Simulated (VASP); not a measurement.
# TaN (P6/mmm) in VASP: further runs

Runs on TaN. Level: PBE. Tasks: single point.

Everything below comes from runs of VASP 6.6.1. Logs are shortened: lines on timing, memory, paths and dates and some standing lists are left out, and cuts for length are marked.

**1. The cell of the first run**

The structure is hexagonal, space group P6/mmm (No. 191). Conventional cell: a = 5.185 Å, b = 5.185 Å, c = 2.908 Å, α = 90.00°, β = 90.00°, γ = 120.00°. Ta (site symmetry 6/mmm) has 6 N at 2.59 Å and 14 Ta at 2.91 to 3.33 Å within 3.4 Å. Within 2.8 Å of Ta (site symmetry -6m2) lie 6 N at 2.09 Å. N (site symmetry mmm) has 6 Ta at 2.09 to 2.59 Å and 4 N at 2.59 Å within 2.8 Å.

**2. Single point, PBE**

Input file INCAR:

```
SYSTEM = TaN
PREC = Accurate ; ENCUT = 520
EDIFF = 1E-6 ; ISMEAR = -1
SIGMA = 0.05 ; LREAL = .False.
LASPH = .True. ; NELM = 100
ALGO = Normal ; ISIF = 2
LWAVE = .False. ; LCHARG = .False.
GGA = PE ; NBANDS = 33
```

Input file KPOINTS:

```
Automatic mesh
0
Gamma
  5 5 8
  0 0 0
```

Input file POSCAR:

```
TaN
1.0
    5.1850002000      0.0000000000      0.0000000000
   -2.5925001000      4.4903418900      0.0000000000
    0.0000000000      0.0000000000      2.9080005300
Ta N
3 3
Direct
    0.0000000000      0.0000000000      0.0000000000
    0.3333333333      0.6666666667      0.5000000000
    0.6666666667      0.3333333333      0.5000000000
    0.5000000000      0.0000000000      0.0000000000
    0.5000000000      0.5000000000      0.0000000000
    0.0000000000      0.5000000000      0.0000000000
```

Potentials or basis: VASP PAW PBE potentials, release 64 (Ta_pv, N).

Started as:

```bash
cat potpaw_PBE.64/Ta_pv/POTCAR potpaw_PBE.64/N/POTCAR > POTCAR
mpirun -np 1 vasp_std > vasp.out
```

OUTCAR:

```text
SYSTEM = TaN
   PREC = Accurate
   ENCUT = 520
   EDIFF = 1E-6
   ISMEAR = -1
   LREAL = .False.
   LASPH = .True.
   NELM = 100
   ISIF = 2
   GGA = PE

 ion  position               nearest neighbor table
   1  0.000  0.000  0.000-   5 2.59   6 2.59   6 2.59   5 2.59   4 2.59   4 2.59   2 3.33   3 3.33
                             2 3.33   3 3.33   2 3.33   2 3.33   3 3.33   3 3.33   2 3.33   3 3.33
   2  0.333  0.667  0.500-   4 2.09   4 2.09   6 2.09   6 2.09   5 2.09   5 2.09   3 2.99   3 2.99
                             3 2.99   1 3.33   1 3.33   1 3.33   1 3.33   1 3.33   1 3.33
   3  0.667  0.333  0.500-   4 2.09   4 2.09   6 2.09   6 2.09   5 2.09   5 2.09   2 2.99   2 2.99
                             2 2.99   1 3.33   1 3.33   1 3.33   1 3.33   1 3.33   1 3.33
   4  0.500  0.000  0.000-   2 2.09   3 2.09   2 2.09   3 2.09   1 2.59   1 2.59
   5  0.500  0.500  0.000-   2 2.09   3 2.09   2 2.09   3 2.09   1 2.59   1 2.59
   6  0.000  0.500  0.000-   2 2.09   3 2.09   2 2.09   3 2.09   1 2.59   1 2.59

  LATTYP: Found a hexagonal cell.
 ALAT       =     5.1850002000
 C/A-ratio  =     0.5608486823

  Lattice vectors:

 A1 = (   5.1850002000,   0.0000000000,   0.0000000000)
 A2 = (  -2.5925001000,   4.4903418900,   0.0000000000)
 A3 = (   0.0000000000,   0.0000000000,   2.9080005300)

Analysis of symmetry for initial positions (statically):
=====================================================================
 Subroutine PRICEL returns:
 Original cell was already a primitive cell.

 Routine SETGRP: Setting up the symmetry group for a
 hexagonal supercell.

 Subroutine GETGRP returns: Found 24 space group operations
 (whereof 24 operations were pure point group operations)
 out of a pool of 24 trial point group operations.

The static configuration has the point symmetry D_6h.

Analysis of symmetry for dynamics (positions and initial velocities):
=====================================================================
 Subroutine PRICEL returns:
 Original cell was already a primitive cell.

 Routine SETGRP: Setting up the symmetry group for a
 hexagonal supercell.

 Subroutine GETGRP returns: Found 24 space group operations
 (whereof 24 operations were pure point group operations)
 out of a pool of 24 trial point group operations.

The dynamic configuration has the point symmetry D_6h.

 Subroutine INISYM returns: Found 24 space group operations
 (whereof 24 operations are pure point group operations),
 and found     1 'primitive' translations

----------------------------------------------------------------------------------------

                                     Primitive cell

  volume of cell :      67.7053

  direct lattice vectors                    reciprocal lattice vectors
     5.185000200  0.000000000  0.000000000     0.192864023  0.111350096  0.000000000
    -2.592500100  4.490341890  0.000000000     0.000000000  0.222700192  0.000000000
     0.000000000  0.000000000  2.908000530     0.000000000  0.000000000  0.343878892

  length of vectors
     5.185000200  5.185000198  2.908000530     0.222700192  0.222700192  0.343878892

  position of ions in fractional coordinates (direct lattice)
     0.000000000  0.000000000  0.000000000
     0.333333333  0.666666667  0.500000000
     0.666666667  0.333333333  0.500000000
     0.500000000  0.000000000  0.000000000
     0.500000000  0.500000000  0.000000000
     0.000000000  0.500000000  0.000000000

  ion indices of the primitive-cell ions
   primitive index   ion index
                 1           1
                 2           2
                 3           3
                 4           4
                 5           5
                 6           6

----------------------------------------------------------------------------------------

 KPOINTS: Automatic mesh

Automatic generation of k-mesh.
 Grid dimensions read from file:
 generate k-points for:    5    5    8

 Generating k-lattice:

  Cartesian coordinates                     Fractional coordinates (reciprocal lattice)
     0.038572805  0.022270019  0.000000000     0.200000000  0.000000000  0.000000000
     0.000000000  0.044540038  0.000000000     0.000000000  0.200000000  0.000000000
     0.000000000  0.000000000  0.042984861     0.000000000  0.000000000  0.125000000

  Length of vectors
     0.044540038  0.044540038  0.042984861

  Shift w.r.t. Gamma in fractional coordinates (k-lattice)
     0.000000000  0.000000000  0.000000000

 Subroutine IBZKPT returns following result:
 ===========================================

 Found     25 irreducible k-points:

 Following reciprocal coordinates:
            Coordinates               Weight
  0.000000  0.000000  0.000000      1.000000
  0.200000 -0.000000  0.000000      6.000000
  0.400000 -0.000000  0.000000      6.000000
  0.200000  0.200000  0.000000      6.000000
  0.400000  0.200000  0.000000      6.000000
  0.000000  0.000000  0.125000      2.000000
[... 16 lines left out ...]
  0.400000 -0.000000  0.500000      6.000000
  0.200000  0.200000  0.500000      6.000000
   k-points           NKPTS =     25   k-points in BZ     NKDIM =     25   number of bands    NBANDS=     33
   number of dos      NEDOS =    301   number of ions     NIONS =      6
   total plane-waves  NPLWV =  38400
   dimension x,y,z NGX =    40 NGY =   40 NGZ =   24
   dimension x,y,z NGXF=    80 NGYF=   80 NGZF=   48
   ions per type =               3   3
   NGX,Y,Z   is equivalent  to a cutoff of  12.83, 12.83, 13.72 a.u.
   NGXF,Y,Z  is equivalent  to a cutoff of  25.65, 25.65, 27.44 a.u.
 SYSTEM =  TaN
   PREC   = accura    normal or accurate (medium, high low for compatibility)
   ISTART =      0    job   : 0-new  1-cont  2-samecut
   ICHARG =      2    charge: 1-file 2-atom 10-const
   ISPIN  =      1    spin polarized calculation?
   LNONCOLLINEAR =      F non collinear calculations
   LSORBIT =      F    spin-orbit coupling
   LASPH  =      T    aspherical Exc in radial PAW
   ENCUT  =  520.0 eV  38.22 Ry    6.18 a.u.   9.64  9.64  5.41*2*pi/ulx,y,z
   NELM   =    100;   NELMIN=  2; NELMDL= -5     # of ELM steps
   EDIFF  = 0.1E-05   stopping-criterion for ELM
   LREAL  =      F    real-space projection
   EDIFFG = 0.1E-04   stopping-criterion for IOM
   NSW    =      0    number of steps for IOM
   IBRION =     -1    ionic relax: 0-MD 1-quasi-New 2-CG
   NFREE  =      0    steps in history (QN), initial steepest desc. (CG)
   ISIF   =      2    stress and relaxation
   ISYM   =      2    0-nonsym 1-usesym 2-fastsym
   POTIM  = 0.5000    time-step for ionic-motion
   TEBEG  =    0.0;   TEEND  =   0.0 temperature during run
   PSTRESS=    0.0 pullay stress
   NELECT =      48.0000    total number of electrons
   NUPDOWN=      -1.0000    fix difference up-down
   EMIN   =  10.00;   EMAX   =-10.00  energy-range for DOS
   EFERMI =   0.00;   METHOD = LEGACY
   ISMEAR =    -1;   SIGMA  =   0.05  broadening in eV -4-tet -1-fermi 0-gaus
   EFERMI_NEDOS =   21; number of points for ismear=-14 and -15
   IALGO  =     38    algorithm
   IMIX   =      4    mixing-type and parameters
     AMIX     =   0.40;   BMIX     =  1.00
     AMIX_MAG =   1.60;   BMIX_MAG =  1.00
  volume/ion in A,a.u.               =      11.28        76.15
  Fermi-wavevector in a.u.,A,eV,Ry     =   1.459759  2.758544 28.992586  2.130895
  Thomas-Fermi vector in A             =   2.576288
   LORBIT       =      0    0 simple, 1 ext, 2 COOP (PROOUT), +10 PAW based schemes
   GGA     = PE    functional components
   LHFCALC =     F    Hartree Fock is set to
   AEXX    =    0.0000 exact exchange contribution
   IVDW    =     0    specifies the selected vdW correction
   LEPSILON=     F    determine dielectric tensor
   LRPA    =     F    only Hartree local field effects (RPA)
 non-spin polarized calculation
  energy-cutoff  :      520.00
  volume of cell :       67.71
 maximum number of plane-waves:      1858
 NGX is ok and might be reduce to    40
   NGX = 19   NGY = 19   NGZ = 11

 number of electron      47.9999998 magnetization

 Free energy of the ion-electron system (eV)
  ---------------------------------------------------
  ext. energy  EPLUGINS =         0.00000000
  ---------------------------------------------------
  free energy    TOTEN  =       -64.72601763 eV

  energy without entropy =      -64.71856699  energy(sigma->0) =      -64.72229231

 E-fermi :   8.2424     XC(G=0): -13.0569

 val. band max:        8.2111154426   @ k =   0.0000   0.0000   0.3750
 cond. band min:       8.2968764988   @ k =   0.2000  -0.0000   0.2500
 fundamental gap:      0.0857610562
 Fermi energy:         8.2423626707

 k-point     1 :       0.0000    0.0000    0.0000
  band No.  band energies     occupation
      1     -27.9944      2.00000
      2     -27.9944      2.00000
      3     -27.5996      2.00000
      4     -27.5996      2.00000
      5     -27.3755      2.00000
      6     -27.2583      2.00000
[... 25 lines left out ...]
     32      11.4978      0.00000
     33      11.4978      0.00000

 k-point     2 :       0.2000   -0.0000    0.0000
  band No.  band energies     occupation
      1     -28.0217      2.00000
      2     -27.9755      2.00000
      3     -27.5824      2.00000
      4     -27.5616      2.00000
      5     -27.3637      2.00000
      6     -27.2992      2.00000
[... 25 lines left out ...]
     32      11.6488      0.00000
     33      11.8559      0.00000

 k-point     3 :       0.4000   -0.0000    0.0000
  band No.  band energies     occupation
      1     -28.0591      2.00000
      2     -27.9005      2.00000
      3     -27.6455      2.00000
      4     -27.5022      2.00000
      5     -27.3365      2.00000
      6     -27.3187      2.00000
[... 25 lines left out ...]
     32      11.8527      0.00000
     33      12.0162      0.00000

 k-point     4 :       0.2000    0.2000    0.0000
  band No.  band energies     occupation
      1     -28.0400      2.00000
      2     -27.9343      2.00000
      3     -27.6295      2.00000
      4     -27.5105      2.00000
      5     -27.3433      2.00000
      6     -27.3190      2.00000
[... 673 lines left out ...]
     32      12.4764      0.00000
     33      12.8798      0.00000

 k-point    23 :       0.4000   -0.0000    0.5000
  band No.  band energies     occupation
      1     -28.2592      2.00000
      2     -28.1421      2.00000
      3     -27.8579      2.00000
      4     -27.7516      2.00000
      5     -27.5159      2.00000
      6     -27.3849      2.00000
[... 25 lines left out ...]
     32      12.4032      0.00000
     33      13.8091      0.00000

 k-point    24 :       0.2000    0.2000    0.5000
  band No.  band energies     occupation
      1     -28.2664      2.00000
      2     -28.1328      2.00000
      3     -27.8659      2.00000
      4     -27.7458      2.00000
      5     -27.5135      2.00000
      6     -27.3837      2.00000
[... 25 lines left out ...]
     32      12.1791      0.00000
     33      13.6381      0.00000

 [... further k-points ...]
[... 5 lines left out ...]
  --------------------------------------------------------------------------------------
  -------------------------------------------------------------------------------------
  Total        4.5901586      4.5901586      5.0018107      0.0000000     -0.0000000     -0.0000000
  in kB      108.6214531    108.6214530    118.3627817      0.0000000     -0.0000000     -0.0000000
  external PRESSURE =     111.8685626 kB  Pullay stress =       0.0000000 kB

 VOLUME and BASIS-vectors are now :
 -----------------------------------------------------------------------------
  energy-cutoff  :      520.00
  volume of cell :       67.71
      direct lattice vectors                 reciprocal lattice vectors
     5.185000200  0.000000000  0.000000000     0.192864023  0.111350096  0.000000000
    -2.592500100  4.490341890  0.000000000     0.000000000  0.222700192  0.000000000
     0.000000000  0.000000000  2.908000530     0.000000000  0.000000000  0.343878892

 POSITION                                       TOTAL-FORCE (eV/Angst)
 -----------------------------------------------------------------------------------
      0.00000      0.00000      0.00000        -0.000000      0.000000      0.000000
     -0.00000      2.99356      1.45400         0.000000      0.000000      0.000000
      2.59250      1.49678      1.45400        -0.000000     -0.000000      0.000000
      2.59250      0.00000      0.00000        -0.000000      0.000000      0.000000
      1.29625      2.24517      0.00000        -0.000000      0.000000      0.000000
     -1.29625      2.24517      0.00000        -0.000000      0.000000      0.000000
 -----------------------------------------------------------------------------------
    total drift:                               -0.000000      0.000000     -0.000000

  FREE ENERGIE OF THE ION-ELECTRON SYSTEM (eV)
  ---------------------------------------------------
  free  energy   TOTEN  =       -64.7260176333 eV

  energy  without entropy=      -64.7185669936  energy(sigma->0) =      -64.72229231
```

Wall time 84 s (1 thread of Intel Xeon 8259CL, shared host); peak memory 0.21 GiB.

What came out:

* Free energy: -64.7260 eV
* Pressure: 11.2 GPa
* Band gap on the k mesh: zero (band 24 reaches 9.12 eV, above the bottom of band 25 at 6.98 eV)

Stress tensor (GPa, compression positive):
```
10.86  0.00  0.00
 0.00 10.86  0.00
 0.00  0.00 11.84
```

Levels at points of the mesh, in eV from the Fermi level:
```tsv
k point	band 20	band 21	band 22	band 23	band 24	band 25	band 26	band 27	band 28	band 29
(0.00, 0.00, 0.00)	-3.04	-3.04	-2.53	-2.09	-1.26	-1.26	0.80	0.80	1.25	2.16
(0.00, 0.00, 0.50)	-3.77	-3.14	-3.14	-1.96	0.88	0.88	1.43	1.78	2.52	2.52
```

Caveat: spin-orbit coupling is left out, which moves the levels of the heavy elements.

**3. Single point, PBE**

This run uses another cell than the first one, of 11.40 Å³/atom, 1.010 times its volume.

Input file INCAR:

```
SYSTEM = TaN
ALGO = Normal
EDIFF = 1E-6
ENCUT = 520
GGA = PE
ISIF = 2
ISMEAR = -1
LASPH = .TRUE.
LCHARG = .FALSE.
LREAL = .FALSE.
LWAVE = .FALSE.
NBANDS = 33
NELM = 80
PREC = Accurate
SIGMA = 0.05
```

Input file KPOINTS:

```
k-points
0
G
  5 5 8
  0 0 0
```

POSCAR, as its differences from that of step 2:

```diff
@@ -4,3 +4,3 @@
    -2.5925001000      4.4903418900      0.0000000000
-    0.0000000000      0.0000000000      2.9080005300
+    0.0000000000      0.0000000000      2.9370805353
 Ta N
```

Potentials or basis: VASP PAW PBE potentials, release 64 (Ta_pv, N).

Started as:

```bash
cat potpaw_PBE.64/Ta_pv/POTCAR potpaw_PBE.64/N/POTCAR > POTCAR
mpirun -np 1 vasp_std > vasp.out
```

It took 88 s on 1 thread of Intel Xeon 8259CL, shared host; peak memory 0.21 GiB.

Results (log left out):

| Quantity | Value |
| --- | --- |
| Free energy | -64.7600 eV |
| Pressure | 7.0 GPa |
| Band gap on the k mesh | zero (band 24 reaches 8.99 eV, above the bottom of band 25 at 6.92 eV) |

Stress tensor (GPa, compression positive):
```
8.50 0.00 0.00
0.00 8.50 0.00
0.00 0.00 4.04
```

Levels at points of the mesh, in eV from the Fermi level:
| k point | band 22 | band 23 | band 24 | band 25 | band 26 | band 27 |
| --- | --- | --- | --- | --- | --- | --- |
| (0.00, 0.00, 0.00) | -2.43 | -1.96 | -1.20 | -1.20 | 0.73 | 0.73 |
| (0.00, 0.00, 0.50) | -3.02 | -1.88 | 0.88 | 0.88 | 1.30 | 1.79 |

Caveat: spin-orbit coupling is left out, which moves the levels of the heavy elements.

**4. Single point, PBE**

This run uses another cell than the first one, of 11.51 Å³/atom, 1.020 times its volume.

Input file INCAR:

```
PREC = Accurate
ENCUT = 520
EDIFF = 1E-7
ISMEAR = -1
SIGMA = 0.05
LREAL = F
LASPH = T
NELM = 60
ALGO = Normal
ISIF = 2
LWAVE = F
LCHARG = T
GGA = PE
LELF = T
LVHAR = T
NBANDS = 33
```

Input file KPOINTS:

```
regular mesh
0
Gamma
  5 5 8
```

POSCAR, as its differences from that of step 3:

```diff
@@ -4,3 +4,3 @@
    -2.5925001000      4.4903418900      0.0000000000
-    0.0000000000      0.0000000000      2.9370805353
+    0.0000000000      0.0000000000      2.9661605406
 Ta N
```

Started as:

```bash
cat potpaw_PBE.64/Ta_pv/POTCAR potpaw_PBE.64/N/POTCAR > POTCAR
mpirun -np 1 vasp_std > vasp.out
```

It took 1.8 min on 1 thread of Intel Xeon 8259CL, shared host; peak memory 0.21 GiB.

It converged, with:

* Free energy: -64.7620 eV
* Pressure: 3.1 GPa
* Band gap on the k mesh: zero (band 24 reaches 8.88 eV, above the bottom of band 25 at 6.85 eV)

Stress tensor (GPa, compression positive):
```
 6.30  0.00  0.00
 0.00  6.30  0.00
 0.00  0.00 -3.31
```

Levels at points of the mesh, in eV from the Fermi level:
| k point | band 20 | band 21 | band 22 | band 23 | band 24 | band 25 | band 26 | band 27 | band 28 | band 29 |
| --- | --- | --- | --- | --- | --- | --- | --- | --- | --- | --- |
| (0.00, 0.00, 0.00) | -2.81 | -2.81 | -2.33 | -1.86 | -1.14 | -1.14 | 0.65 | 0.65 | 1.39 | 2.06 |
| (0.00, 0.00, 0.50) | -3.67 | -2.92 | -2.92 | -1.82 | 0.88 | 0.88 | 1.15 | 1.78 | 2.56 | 2.56 |

Caveat: spin-orbit coupling is left out, which moves the levels of the heavy elements.

**5. The runs side by side**

```csv
cell,gap on the mesh (eV),pressure (GPa)
"a = 5.185, b = 5.185, c = 2.908 Å, angles 90.0, 90.0, 120.0°, 6 atoms",none,11.2
"a = 5.185, b = 5.185, c = 2.937 Å, angles 90.0, 90.0, 120.0°, 6 atoms",none,7.0
"a = 5.185, b = 5.185, c = 2.966 Å, angles 90.0, 90.0, 120.0°, 6 atoms",none,3.1
```

Alike in all rows: task single point; level PBE; potentials or basis VASP PAW PBE potentials, release 64 (Ta_pv, N); no spin polarisation; k mesh 5 × 5 × 8; cutoff (eV) 520; smearing fermi-dirac 0.05 eV.

Caveats: spin-orbit coupling is left out, which moves the levels of the heavy elements.

Total energies depend on the potentials used, so only differences within one code and one set of settings carry meaning.
